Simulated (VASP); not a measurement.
# ZrB in VASP: settings compared, part 2 of 2

VASP 6.6.1. Earlier steps stand in the parts before.

## Step 4: Single point, PBEsol

This run uses another cell than the first one, of 16.56 Å³/atom, 1.059 times its volume.

The input, INCAR:

```
PREC = Accurate ; ENCUT = 520
EDIFF = 1E-7 ; ISMEAR = -1
SIGMA = 0.05 ; LREAL = F
LASPH = T ; NELM = 100
ALGO = Normal ; ISIF = 2
LWAVE = F ; LCHARG = T
GGA = PS ; LELF = T
LVHAR = T ; NBANDS = 14
```

The input, KPOINTS:

```
Automatic mesh
0
Gamma
  10 10 7
```

The input, POSCAR:

```
ZrB
1.0
    2.3874588251     -2.3874687726      0.0000000000
    2.3874588251      2.3874687726      0.0000000000
    0.0000000000      0.0000000000      2.9054146899
Zr B
1 1
Direct
    0.0000000000      0.0000000000      0.5000000000
    0.5000000000      0.5000000000      0.5000000000
```

Potentials or basis: VASP PAW PBE potentials, release 64 (Zr_sv, B).

Launch:

```sh
$ cat potpaw_PBE.64/Zr_sv/POTCAR potpaw_PBE.64/B/POTCAR > POTCAR
$ mpirun -np 1 vasp_std > vasp.out
```

Wall time 77 s (1 thread of AMD EPYC 7R13, shared host); peak memory 0.15 GiB.

The run converged. Its results:

```
Free energy : -14.6540 eV
Pressure    : 0.1 GPa
```

Stress tensor (GPa, compression positive):
```
0.18 0.00 0.00
0.00 0.18 0.00
0.00 0.00 0.02
```

Levels at points of the mesh, in eV from the Fermi level:
| k point | band 4 | band 5 | band 6 | band 7 | band 8 | band 9 | band 10 | band 11 | band 12 | band 13 |
| --- | --- | --- | --- | --- | --- | --- | --- | --- | --- | --- |
| (0.00, 0.00, 0.00) | -25.48 | -8.07 | -1.33 | -0.74 | 2.18 | 2.18 | 3.40 | 4.83 | 5.23 | 5.23 |
| (0.50, 0.00, 0.00) | -25.46 | -5.37 | -3.94 | -1.54 | -0.91 | 2.44 | 5.06 | 5.42 | 7.74 | 8.30 |
| (0.50, 0.50, 0.00) | -25.43 | -6.61 | -0.60 | -0.57 | -0.57 | 4.08 | 4.08 | 5.54 | 5.57 | 7.43 |

Caveat: the PAW data sets were made with another functional, which shifts forces and pressure a little.

## Step 5: Single point, RPBE

This run uses another cell than the first one, of 17.59 Å³/atom, 1.125 times its volume.

The input, INCAR:

```
SYSTEM = ZrB
PREC = Accurate
ENCUT = 520
EDIFF = 1E-6
ISMEAR = -1
SIGMA = 0.05
LREAL = .False.
LASPH = .True.
NELM = 100
ALGO = Normal
ISIF = 2
LWAVE = .False.
LCHARG = .False.
GGA = RP
NBANDS = 14
```

The input, KPOINTS:

```
Automatic mesh
0
Gamma
  10 10 7
  0 0 0
```

The input, POSCAR:

```
ZrB
1.0
    2.4212158204     -2.4212295009      0.0000000000
    2.4212158204      2.4212295009      0.0000000000
    0.0000000000      0.0000000000      3.0010560865
Zr B
1 1
Direct
    0.0000000000      0.0000000000      0.5000000000
    0.5000000000      0.5000000000      0.5000000000
```

Potentials or basis: VASP PAW PBE potentials, release 64 (Zr_sv, B).

Launch:

```sh
$ cat potpaw_PBE.64/Zr_sv/POTCAR potpaw_PBE.64/B/POTCAR > POTCAR
$ mpirun -np 1 vasp_std > vasp.out
```

OUTCAR:

```text
SYSTEM = ZrB
   PREC = Accurate
   ENCUT = 520
   EDIFF = 1E-6
   ISMEAR = -1
   LREAL = .False.
   LASPH = .True.
   NELM = 100
   ISIF = 2
   GGA = RP

 ion  position               nearest neighbor table
   1  0.000  0.000  0.500-   2 2.42   2 2.42   2 2.42   2 2.42
   2  0.500  0.500  0.500-   1 2.42   1 2.42   1 2.42   1 2.42

  LATTYP: Found a simple tetragonal cell.
 ALAT       =     3.4241259242
 C/A-ratio  =     0.8764444278

  Lattice vectors:

 A1 = (   2.4212158204,  -2.4212295009,   0.0000000000)
 A2 = (   2.4212158204,   2.4212295009,   0.0000000000)
 A3 = (   0.0000000000,   0.0000000000,   3.0010560865)

Analysis of symmetry for initial positions (statically):
=====================================================================
 Subroutine PRICEL returns:
 Original cell was already a primitive cell.

 Routine SETGRP: Setting up the symmetry group for a
 simple tetragonal supercell.

 Subroutine GETGRP returns: Found 16 space group operations
 (whereof 16 operations were pure point group operations)
 out of a pool of 16 trial point group operations.

The static configuration has the point symmetry D_4h.

Analysis of symmetry for dynamics (positions and initial velocities):
=====================================================================
 Subroutine PRICEL returns:
 Original cell was already a primitive cell.

 Routine SETGRP: Setting up the symmetry group for a
 simple tetragonal supercell.

 Subroutine GETGRP returns: Found 16 space group operations
 (whereof 16 operations were pure point group operations)
 out of a pool of 16 trial point group operations.

The dynamic configuration has the point symmetry D_4h.

 Subroutine INISYM returns: Found 16 space group operations
 (whereof 16 operations are pure point group operations),
 and found     1 'primitive' translations

----------------------------------------------------------------------------------------

                                     Primitive cell

  volume of cell :      35.1863

  direct lattice vectors                    reciprocal lattice vectors
     2.421215820 -2.421229501  0.000000000     0.206507820 -0.206506653  0.000000000
     2.421215820  2.421229501  0.000000000     0.206507820  0.206506653  0.000000000
     0.000000000  0.000000000  3.001056087     0.000000000  0.000000000  0.333216032

  length of vectors
     3.424125924  3.424125924  3.001056087     0.292045334  0.292045334  0.333216032

  position of ions in fractional coordinates (direct lattice)
     0.000000000  0.000000000  0.500000000
     0.500000000  0.500000000  0.500000000

  ion indices of the primitive-cell ions
   primitive index   ion index
                 1           1
                 2           2

----------------------------------------------------------------------------------------

 KPOINTS: Automatic mesh

Automatic generation of k-mesh.
 Grid dimensions read from file:
 generate k-points for:   10   10    7

 Generating k-lattice:

  Cartesian coordinates                     Fractional coordinates (reciprocal lattice)
     0.020650782 -0.020650665  0.000000000     0.100000000 -0.000000000  0.000000000
     0.020650782  0.020650665  0.000000000    -0.000000000  0.100000000  0.000000000
     0.000000000  0.000000000  0.047602290     0.000000000  0.000000000  0.142857143
[... 40 lines left out ...]
   number of dos      NEDOS =    301   number of ions     NIONS =      2
   total plane-waves  NPLWV =  18816
   dimension x,y,z NGX =    28 NGY =   28 NGZ =   24
   dimension x,y,z NGXF=    56 NGYF=   56 NGZF=   48
   ions per type =               1   1
   NGX,Y,Z   is equivalent  to a cutoff of  13.59, 13.59, 13.29 a.u.
   NGXF,Y,Z  is equivalent  to a cutoff of  27.19, 27.19, 26.59 a.u.
 SYSTEM =  ZrB
   PREC   = accura    normal or accurate (medium, high low for compatibility)
   ISTART =      0    job   : 0-new  1-cont  2-samecut
   ICHARG =      2    charge: 1-file 2-atom 10-const
   ISPIN  =      1    spin polarized calculation?
   LNONCOLLINEAR =      F non collinear calculations
   LSORBIT =      F    spin-orbit coupling
   LASPH  =      T    aspherical Exc in radial PAW
   ENCUT  =  520.0 eV  38.22 Ry    6.18 a.u.   6.37  6.37  5.58*2*pi/ulx,y,z
   NELM   =    100;   NELMIN=  2; NELMDL= -5     # of ELM steps
   EDIFF  = 0.1E-05   stopping-criterion for ELM
   LREAL  =      F    real-space projection
   EDIFFG = 0.1E-04   stopping-criterion for IOM
   NSW    =      0    number of steps for IOM
   IBRION =     -1    ionic relax: 0-MD 1-quasi-New 2-CG
   NFREE  =      0    steps in history (QN), initial steepest desc. (CG)
   ISIF   =      2    stress and relaxation
   ISYM   =      2    0-nonsym 1-usesym 2-fastsym
   POTIM  = 0.5000    time-step for ionic-motion
   TEBEG  =    0.0;   TEEND  =   0.0 temperature during run
   PSTRESS=    0.0 pullay stress
   NELECT =      15.0000    total number of electrons
   NUPDOWN=      -1.0000    fix difference up-down
   EMIN   =  10.00;   EMAX   =-10.00  energy-range for DOS
   EFERMI =   0.00;   METHOD = LEGACY
   ISMEAR =    -1;   SIGMA  =   0.05  broadening in eV -4-tet -1-fermi 0-gaus
   EFERMI_NEDOS =   21; number of points for ismear=-14 and -15
   IALGO  =     38    algorithm
   IMIX   =      4    mixing-type and parameters
     AMIX     =   0.40;   BMIX     =  1.00
     AMIX_MAG =   1.60;   BMIX_MAG =  1.00
  volume/ion in A,a.u.               =      17.59       118.72
  Fermi-wavevector in a.u.,A,eV,Ry     =   1.232104  2.328339 20.654739  1.518080
  Thomas-Fermi vector in A             =   2.366887
   LORBIT       =      0    0 simple, 1 ext, 2 COOP (PROOUT), +10 PAW based schemes
   GGA     = RP    functional components
   LHFCALC =     F    Hartree Fock is set to
   AEXX    =    0.0000 exact exchange contribution
   IVDW    =     0    specifies the selected vdW correction
   LEPSILON=     F    determine dielectric tensor
   LRPA    =     F    only Hartree local field effects (RPA)
 non-spin polarized calculation
  energy-cutoff  :      520.00
  volume of cell :       35.19
 maximum number of plane-waves:       966
 NGX is ok and might be reduce to    28
   NGX = 13   NGY = 13   NGZ = 11

 number of electron      15.0000001 magnetization

 Free energy of the ion-electron system (eV)
  ---------------------------------------------------
  ext. energy  EPLUGINS =         0.00000000
  ---------------------------------------------------
  free energy    TOTEN  =       -13.13599496 eV

  energy without entropy =      -13.12114177  energy(sigma->0) =      -13.12856836

 E-fermi :   6.1481     XC(G=0): -10.5309

 val. band max:        6.1186048390   @ k =   0.3000   0.3000   0.1429
 cond. band min:       6.1698413547   @ k =   0.2000   0.1000   0.2857
 fundamental gap:      0.0512365157
 Fermi energy:         6.1481482101

 k-point     1 :       0.0000    0.0000    0.0000
  band No.  band energies     occupation
      1     -41.9803      2.00000
      2     -19.8276      2.00000
      3     -19.8275      2.00000
      4     -19.7370      2.00000
      5      -1.7417      2.00000
      6       4.9056      2.00000
      7       5.5939      1.99997
      8       8.2882      0.00000
      9       8.2882      0.00000
     10       9.4260      0.00000
     11      10.5983      0.00000
     12      10.9875      0.00000
     13      10.9875      0.00000
     14      15.2895      0.00000
[... 377 lines left out ...]
      1     -41.9537      2.00000
      2     -19.9258      2.00000
      3     -19.9052      2.00000
      4     -19.7951      2.00000
      5      -0.8931      2.00000
      6       5.0598      2.00000
      7       5.5322      1.99999
      8       6.3607      0.02808
      9       8.3221      0.00000
     10       8.8262      0.00000
     11      10.2128      0.00000
     12      11.6945      0.00000
     13      12.6047      0.00000
     14      16.5225      0.00000

 [... further k-points ...]

------------------------ aborting loop because EDIFF is reached ----------------------------------------

  FORCE on cell =-STRESS in cart. coord.  units (eV):
  Direction    XX          YY          ZZ          XY          YZ          ZX
  --------------------------------------------------------------------------------------
  -------------------------------------------------------------------------------------
  Total        0.0094662      0.0094663     -0.0070699      0.0000000      0.0000000      0.0000000
  in kB        0.4310365      0.4310414     -0.3219218      0.0000000      0.0000000      0.0000000
  external PRESSURE =       0.1800521 kB  Pullay stress =       0.0000000 kB

 VOLUME and BASIS-vectors are now :
 -----------------------------------------------------------------------------
  energy-cutoff  :      520.00
  volume of cell :       35.19
      direct lattice vectors                 reciprocal lattice vectors
     2.421215820 -2.421229501  0.000000000     0.206507820 -0.206506653  0.000000000
     2.421215820  2.421229501  0.000000000     0.206507820  0.206506653  0.000000000
     0.000000000  0.000000000  3.001056087     0.000000000  0.000000000  0.333216032

 POSITION                                       TOTAL-FORCE (eV/Angst)
 -----------------------------------------------------------------------------------
      0.00000      0.00000      1.50053         0.000000     -0.000000      0.000000
      2.42122      0.00000      1.50053        -0.000000      0.000000      0.000000
 -----------------------------------------------------------------------------------
    total drift:                               -0.000000     -0.000000      0.000000

  FREE ENERGIE OF THE ION-ELECTRON SYSTEM (eV)
  ---------------------------------------------------
  free  energy   TOTEN  =       -13.1359949586 eV

  energy  without entropy=      -13.1211417660  energy(sigma->0) =      -13.12856836
```

OSZICAR:

```text
N       E                     dE             d eps       ncg     rms          rms(c)
DAV:   1     0.932891618753E+02    0.93289E+02   -0.74050E+03  2352   0.972E+02
DAV:   2    -0.904529640878E+01   -0.10233E+03   -0.96709E+02  2952   0.270E+02
DAV:   3    -0.150139539262E+02   -0.59687E+01   -0.59026E+01  4376   0.498E+01
DAV:   4    -0.150773561142E+02   -0.63402E-01   -0.63380E-01  2600   0.506E+00
DAV:   5    -0.150784241443E+02   -0.10680E-02   -0.10680E-02  3452   0.464E-01    0.136E+01
DAV:   6    -0.132246832987E+02    0.18537E+01   -0.53243E+00  2598   0.159E+01    0.454E+00
DAV:   7    -0.131263895506E+02    0.98294E-01   -0.37062E-01  2506   0.437E+00    0.339E+00
DAV:   8    -0.131430736139E+02   -0.16684E-01   -0.79102E-02  2826   0.231E+00    0.598E-01
DAV:   9    -0.131356394303E+02    0.74342E-02   -0.13202E-02  2754   0.695E-01    0.212E-01
DAV:  10    -0.131360220696E+02   -0.38264E-03   -0.11303E-03  2750   0.330E-01    0.633E-02
DAV:  11    -0.131359967221E+02    0.25347E-04   -0.64143E-05  3022   0.553E-02    0.127E-02
DAV:  12    -0.131359942452E+02    0.24770E-05   -0.87671E-06  2790   0.274E-02    0.106E-02
DAV:  13    -0.131359949586E+02   -0.71341E-06   -0.75097E-07  1594   0.792E-03
   1 F= -.13135995E+02 E0= -.13128568E+02  d E =-.148532E-01
```

stdout:

```text
POSCAR found type information on POSCAR ZrB
 POSCAR found :  2 types and       2 ions
 scaLAPACK will be used
 -----------------------------------------------------------------------------
|                                                                             |
|                                                                             |
|     You enforced a specific xc type in the INCAR file but a different       |
|     I HOPE YOU KNOW WHAT YOU ARE DOING!                                     |
|                                                                             |
 -----------------------------------------------------------------------------

 LDA part: xc-table for (Slater+PW92), standard interpolation
 POSCAR, INCAR and KPOINTS ok, starting setup
 FFT: planning ... GRIDC
 FFT: planning ... GRID_SOFT
 FFT: planning ... GRID
 WAVECAR not read
 entering main loop
```

Run time: 74 s. Hardware: 1 thread of AMD EPYC 7R13, shared host; peak memory 0.15 GiB.

Results:

- Free energy: -13.1360 eV
- Pressure: 0.0 GPa

Levels at points of the mesh, in eV from the Fermi level:
```
           k point  band 5  band 6  band 7  band 8  band 9  band 10  band 11  band 12
(0.00, 0.00, 0.00)   -7.89   -1.24   -0.55    2.14    2.14     3.28     4.45     4.84
(0.50, 0.00, 0.00)   -5.38   -3.75   -1.41   -0.81    2.17     4.87     5.02     7.50
(0.50, 0.50, 0.00)   -6.45   -0.59   -0.59   -0.51    3.75     3.75     5.21     5.30
```

Caveat: the PAW data sets were made with another functional, which shifts forces and pressure a little.

## Step 6: The runs side by side

```tsv
level	potentials or basis	cell	smearing	gap on the mesh (eV)	pressure (GPa)
PBE	VASP PAW PBE potentials, release 64 (Zr_sv, B)	a = 2.791, b = 2.791, c = 4.014 Å, angles 90.0, 90.0, 90.7°, 2 atoms	gaussian 0.012 eV	none	76.4
LDA	VASP PAW LDA potentials, release 64 (Zr_sv, B)	a = 3.354, b = 3.354, c = 2.875 Å, 2 atoms	fermi-dirac 0.05 eV	none	0.2
PBEsol	VASP PAW PBE potentials, release 64 (Zr_sv, B)	a = 3.376, b = 3.376, c = 2.905 Å, 2 atoms	fermi-dirac 0.05 eV	none	0.1
RPBE	VASP PAW PBE potentials, release 64 (Zr_sv, B)	a = 3.424, b = 3.424, c = 3.001 Å, 2 atoms	fermi-dirac 0.05 eV	none	0.0
```

Alike in all rows: task single point; no spin polarisation; k mesh 10 × 10 × 7; cutoff (eV) 520.

Caveats: the PAW data sets were made with another functional, which shifts forces and pressure a little (some runs).

Total energies depend on the potentials used, so only differences within one code and one set of settings carry meaning.
